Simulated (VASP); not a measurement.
# InP (I-4m2) in VASP: single point with PBE

Aim: the single point of InP with PBE.

Everything below comes from runs of VASP 6.6.1. Logs are shortened: lines on timing, memory, paths and dates and some standing lists are left out, and cuts for length are marked.

### Step 1. The cell of the first run

The structure is tetragonal, space group I-4m2 (No. 119). The conventional cell has a = 4.077 Å, b = 4.077 Å, c = 6.055 Å, α = 90.00°, β = 90.00°, γ = 90.00°. In (site symmetry -4m2) has 4 P at 2.54 Å within 3.4 Å. P (site symmetry -4m2) has 4 In at 2.54 Å within 3.4 Å.

### Step 2. Single point, PBE

File INCAR:

```
SYSTEM = InP
PREC     = Accurate       ! precision mode
ENCUT    = 520            ! plane-wave cutoff, eV
EDIFF    = 1E-7           ! SCF threshold, eV
ISMEAR   = 0              ! smearing method
SIGMA    = 0.05           ! smearing width, eV
LREAL    = .FALSE.        ! projectors in reciprocal space
LASPH    = .TRUE.         ! aspherical terms in the spheres
NELM     = 60             ! most SCF steps
ALGO     = Normal         ! electronic algorithm
ISIF     = 2              ! what is computed and relaxed
LWAVE    = .FALSE.        ! write WAVECAR
LCHARG   = .TRUE.         ! write CHGCAR
GGA      = PE             ! functional
LELF     = .TRUE.         ! ELF
LVHAR    = .TRUE.       
NBANDS   = 16             ! bands
```

File KPOINTS:

```
Automatic mesh
0
G
  10 10 10
  0 0 0
```

File POSCAR:

```
InP
1.0
    0.0000000000      2.8832256042      3.0273868844
    2.8832256042      0.0000000000      3.0273868844
    2.8832256042      2.8832256042      0.0000000000
In P
1 1
Direct
    0.0000000000      0.0000000000      0.0000000000
    0.7500000000      0.7500000000      0.7500000000
```

Potentials or basis: VASP PAW PBE potentials, release 64 (In_d, P).

Started as:

```
cat potpaw_PBE.64/In_d/POTCAR potpaw_PBE.64/P/POTCAR > POTCAR
mpirun -np 1 vasp_std > vasp.out
```

OUTCAR:

```text
SYSTEM = InP
   PREC = Accurate
   ENCUT = 520
   EDIFF = 1E-7
   ISMEAR = 0
   LREAL = .FALSE.
   LASPH = .TRUE.
   NELM = 60
   ISIF = 2
   GGA = PE

 ion  position               nearest neighbor table
   1  0.000  0.000  0.000-   2 2.54   2 2.54   2 2.54   2 2.54
   2  0.750  0.750  0.750-   1 2.54   1 2.54   1 2.54   1 2.54

  LATTYP: Found a body centered tetragonal cell.
 ALAT       =     4.0774967528
 C/A-ratio  =     1.4849242405

  Lattice vectors:

 A1 = (  -2.8832256042,   0.0000000000,   3.0273868844)
 A2 = (   2.8832256042,   0.0000000000,   3.0273868844)
 A3 = (   0.0000000000,   2.8832256042,  -3.0273868844)

Analysis of symmetry for initial positions (statically):
=====================================================================
 Subroutine PRICEL returns:
 Original cell was already a primitive cell.

 Routine SETGRP: Setting up the symmetry group for a
 body centered tetragonal supercell.

 Subroutine GETGRP returns: Found  8 space group operations
 (whereof  8 operations were pure point group operations)
 out of a pool of 16 trial point group operations.

The static configuration has the point symmetry D_2d.

Analysis of symmetry for dynamics (positions and initial velocities):
=====================================================================
 Subroutine PRICEL returns:
 Original cell was already a primitive cell.

 Routine SETGRP: Setting up the symmetry group for a
 body centered tetragonal supercell.

 Subroutine GETGRP returns: Found  8 space group operations
 (whereof  8 operations were pure point group operations)
 out of a pool of 16 trial point group operations.

The dynamic configuration has the point symmetry D_2d.

 Subroutine INISYM returns: Found  8 space group operations
 (whereof  8 operations are pure point group operations),
 and found     1 'primitive' translations

----------------------------------------------------------------------------------------

                                     Primitive cell

  volume of cell :      50.3333

  direct lattice vectors                    reciprocal lattice vectors
     0.000000000  2.883225604  3.027386884    -0.173416884  0.173416884  0.165158937
     2.883225604  0.000000000  3.027386884     0.173416884 -0.173416884  0.165158937
     2.883225604  2.883225604  0.000000000     0.173416884  0.173416884 -0.165158937

  length of vectors
     4.180677126  4.180677126  4.077496753     0.295676015  0.295676015  0.295676015

  position of ions in fractional coordinates (direct lattice)
     0.000000000  0.000000000  0.000000000
     0.750000000  0.750000000  0.750000000

  ion indices of the primitive-cell ions
   primitive index   ion index
                 1           1
                 2           2

----------------------------------------------------------------------------------------

 KPOINTS: Automatic mesh

Automatic generation of k-mesh.
 Grid dimensions read from file:
 generate k-points for:   10   10   10

 Generating k-lattice:

  Cartesian coordinates                     Fractional coordinates (reciprocal lattice)
    -0.017341688  0.017341688  0.016515894     0.100000000  0.000000000  0.000000000
     0.017341688 -0.017341688  0.016515894     0.000000000  0.100000000  0.000000000
     0.017341688  0.017341688 -0.016515894     0.000000000  0.000000000  0.100000000

  Length of vectors
     0.029567601  0.029567601  0.029567601

  Shift w.r.t. Gamma in fractional coordinates (k-lattice)
     0.000000000  0.000000000  0.000000000

 Subroutine IBZKPT returns following result:
 ===========================================

 Found    102 irreducible k-points:

 Following reciprocal coordinates:
            Coordinates               Weight
  0.000000  0.000000  0.000000      1.000000
  0.100000  0.000000  0.000000      8.000000
  0.200000  0.000000  0.000000      8.000000
  0.300000  0.000000  0.000000      8.000000
  0.400000  0.000000  0.000000      8.000000
  0.500000  0.000000  0.000000      4.000000
[... 16 lines left out ...]
  0.300000  0.300000  0.000000      2.000000
  0.400000  0.300000  0.000000      8.000000
 [... further k-points ...]
   k-points           NKPTS =    102   k-points in BZ     NKDIM =    102   number of bands    NBANDS=     16
   number of dos      NEDOS =    301   number of ions     NIONS =      2
   total plane-waves  NPLWV =  30720
   dimension x,y,z NGX =    32 NGY =   32 NGZ =   30
   dimension x,y,z NGXF=    64 NGYF=   64 NGZF=   60
   ions per type =               1   1
   NGX,Y,Z   is equivalent  to a cutoff of  12.72, 12.72, 12.23 a.u.
   NGXF,Y,Z  is equivalent  to a cutoff of  25.45, 25.45, 24.46 a.u.
 SYSTEM =  InP
   PREC   = accura    normal or accurate (medium, high low for compatibility)
   ISTART =      0    job   : 0-new  1-cont  2-samecut
   ICHARG =      2    charge: 1-file 2-atom 10-const
   ISPIN  =      1    spin polarized calculation?
   LNONCOLLINEAR =      F non collinear calculations
   LSORBIT =      F    spin-orbit coupling
   LASPH  =      T    aspherical Exc in radial PAW
   ENCUT  =  520.0 eV  38.22 Ry    6.18 a.u.   7.77  7.77  7.58*2*pi/ulx,y,z
   NELM   =     60;   NELMIN=  2; NELMDL= -5     # of ELM steps
   EDIFF  = 0.1E-06   stopping-criterion for ELM
   LREAL  =      F    real-space projection
   EDIFFG = 0.1E-05   stopping-criterion for IOM
   NSW    =      0    number of steps for IOM
   IBRION =     -1    ionic relax: 0-MD 1-quasi-New 2-CG
   NFREE  =      0    steps in history (QN), initial steepest desc. (CG)
   ISIF   =      2    stress and relaxation
   ISYM   =      2    0-nonsym 1-usesym 2-fastsym
   POTIM  = 0.5000    time-step for ionic-motion
   TEBEG  =    0.0;   TEEND  =   0.0 temperature during run
   PSTRESS=    0.0 pullay stress
   NELECT =      18.0000    total number of electrons
   NUPDOWN=      -1.0000    fix difference up-down
   EMIN   =  10.00;   EMAX   =-10.00  energy-range for DOS
   EFERMI =   0.00;   METHOD = LEGACY
   ISMEAR =     0;   SIGMA  =   0.05  broadening in eV -4-tet -1-fermi 0-gaus
   EFERMI_NEDOS =   21; number of points for ismear=-14 and -15
   IALGO  =     38    algorithm
   IMIX   =      4    mixing-type and parameters
     AMIX     =   0.40;   BMIX     =  1.00
     AMIX_MAG =   1.60;   BMIX_MAG =  1.00
  volume/ion in A,a.u.               =      25.17       169.83
  Fermi-wavevector in a.u.,A,eV,Ry     =   1.162021  2.195901 18.371846  1.350293
  Thomas-Fermi vector in A             =   2.298587
   LORBIT       =      0    0 simple, 1 ext, 2 COOP (PROOUT), +10 PAW based schemes
   GGA     = PE    functional components
   LHFCALC =     F    Hartree Fock is set to
   AEXX    =    0.0000 exact exchange contribution
   IVDW    =     0    specifies the selected vdW correction
   LEPSILON=     F    determine dielectric tensor
   LRPA    =     F    only Hartree local field effects (RPA)
 non-spin polarized calculation
 Gauss-broadening in eV      SIGMA  =   0.05
  energy-cutoff  :      520.00
  volume of cell :       50.33
 maximum number of plane-waves:      1379
   NGX = 15   NGY = 15   NGZ = 15

 number of electron      18.0000004 magnetization

 Free energy of the ion-electron system (eV)
  ---------------------------------------------------
  ext. energy  EPLUGINS =         0.00000000
  ---------------------------------------------------
  free energy    TOTEN  =        -8.37189155 eV

  energy without entropy =       -8.37189155  energy(sigma->0) =       -8.37189155

 E-fermi :   5.5388     XC(G=0):  -9.2857

 val. band max:        5.2693847931   @ k =   0.0000   0.0000   0.0000
 cond. band min:       5.8871877251   @ k =   0.0000   0.0000   0.0000
 fundamental gap:      0.6178029320
 Fermi energy:         5.5388267805

 k-point     1 :       0.0000    0.0000    0.0000
  band No.  band energies     occupation
      1      -9.0130      2.00000
      2      -8.9902      2.00000
      3      -8.9902      2.00000
      4      -8.8498      2.00000
      5      -8.8449      2.00000
      6      -6.3232      2.00000
[... 8 lines left out ...]
     15      14.2708      0.00000
     16      15.0202      0.00000

 k-point     2 :       0.1000    0.0000    0.0000
  band No.  band energies     occupation
      1      -9.0161      2.00000
      2      -8.9944      2.00000
      3      -8.9855      2.00000
      4      -8.8504      2.00000
      5      -8.8443      2.00000
      6      -6.2083      2.00000
[... 8 lines left out ...]
     15      14.3889      0.00000
     16      14.4652      0.00000

 k-point     3 :       0.2000    0.0000    0.0000
  band No.  band energies     occupation
      1      -9.0423      2.00000
      2      -8.9873      2.00000
      3      -8.9740      2.00000
      4      -8.8508      2.00000
      5      -8.8413      2.00000
      6      -5.8784      2.00000
[... 8 lines left out ...]
     15      13.9287      0.00000
     16      14.6625      0.00000

 k-point     4 :       0.3000    0.0000    0.0000
  band No.  band energies     occupation
      1      -9.0781      2.00000
      2      -8.9757      2.00000
      3      -8.9620      2.00000
      4      -8.8491      2.00000
      5      -8.8349      2.00000
      6      -5.3845      2.00000
[... 8 lines left out ...]
     15      14.0680      0.00000
     16      14.3465      0.00000

 k-point     5 :       0.4000    0.0000    0.0000
  band No.  band energies     occupation
      1      -9.1061      2.00000
      2      -8.9683      2.00000
      3      -8.9546      2.00000
      4      -8.8452      2.00000
      5      -8.8271      2.00000
      6      -4.8581      2.00000
[... 8 lines left out ...]
     15      14.9110      0.00000
     16      15.1550      0.00000

 k-point     6 :       0.5000    0.0000    0.0000
  band No.  band energies     occupation
      1      -9.1166      2.00000
      2      -8.9661      2.00000
      3      -8.9524      2.00000
      4      -8.8431      2.00000
      5      -8.8234      2.00000
      6      -4.5997      2.00000
[... 8 lines left out ...]
     15      15.6890      0.00000
     16      15.9505      0.00000
[... 267 lines left out ...]
 k-point    21 :      -0.3000    0.2000    0.0000
  band No.  band energies     occupation
      1      -9.1120      2.00000
      2      -8.9592      2.00000
      3      -8.9407      2.00000
      4      -8.8549      2.00000
      5      -8.8320      2.00000
      6      -4.7004      2.00000
[... 8 lines left out ...]
     15      15.5911      0.00000
     16      16.5879      0.00000

 k-point    22 :      -0.2000    0.2000    0.0000
  band No.  band energies     occupation
      1      -9.0881      2.00000
      2      -8.9670      2.00000
      3      -8.9546      2.00000
      4      -8.8588      2.00000
      5      -8.8317      2.00000
      6      -5.1956      2.00000
[... 8 lines left out ...]
     15      15.5651      0.00000
     16      16.2423      0.00000

 k-point    23 :       0.3000    0.3000    0.0000
  band No.  band energies     occupation
      1      -9.1314      2.00000
      2      -8.9267      2.00000
      3      -8.9267      2.00000
      4      -8.8694      2.00000
      5      -8.8309      2.00000
      6      -5.1385      2.00000
[... 8 lines left out ...]
     15      15.6441      0.00000
     16      18.0672      0.00000

 k-point    24 :       0.4000    0.3000    0.0000
  band No.  band energies     occupation
      1      -9.1485      2.00000
      2      -8.9197      2.00000
      3      -8.9149      2.00000
      4      -8.8715      2.00000
      5      -8.8284      2.00000
      6      -4.7322      2.00000
[... 8 lines left out ...]
     15      15.9344      0.00000
     16      17.8792      0.00000

 [... further k-points ...]

------------------------ aborting loop because EDIFF is reached ----------------------------------------

  FORCE on cell =-STRESS in cart. coord.  units (eV):
  Direction    XX          YY          ZZ          XY          YZ          ZX
  --------------------------------------------------------------------------------------
  -------------------------------------------------------------------------------------
  Total        1.2382444      1.2382444      0.5637138      0.0000000     -0.0000000     -0.0000000
  in kB       39.4150235     39.4150235     17.9437857      0.0000000     -0.0000000     -0.0000000
  external PRESSURE =      32.2579443 kB  Pullay stress =       0.0000000 kB

 VOLUME and BASIS-vectors are now :
 -----------------------------------------------------------------------------
  energy-cutoff  :      520.00
  volume of cell :       50.33
      direct lattice vectors                 reciprocal lattice vectors
     0.000000000  2.883225604  3.027386884    -0.173416884  0.173416884  0.165158937
     2.883225604  0.000000000  3.027386884     0.173416884 -0.173416884  0.165158937
     2.883225604  2.883225604  0.000000000     0.173416884  0.173416884 -0.165158937

 POSITION                                       TOTAL-FORCE (eV/Angst)
 -----------------------------------------------------------------------------------
      0.00000      0.00000      0.00000         0.000000      0.000000      0.000000
      4.32484      4.32484      4.54108        -0.000000     -0.000000     -0.000000
 -----------------------------------------------------------------------------------
    total drift:                               -0.000003     -0.000003     -0.000002

  FREE ENERGIE OF THE ION-ELECTRON SYSTEM (eV)
  ---------------------------------------------------
  free  energy   TOTEN  =        -8.3718915531 eV

  energy  without entropy=       -8.3718915531  energy(sigma->0) =       -8.37189155
```

It took 100 s on 1 thread of Intel Xeon 8259CL, shared host; peak memory 0.24 GiB.

Results:

* Free energy: -8.3719 eV
* Pressure: 3.2 GPa
* Band gap on the k mesh: 0.62 eV

Caveat: the cell stands under pressure; spin-orbit coupling is left out, which moves the levels of the heavy elements.
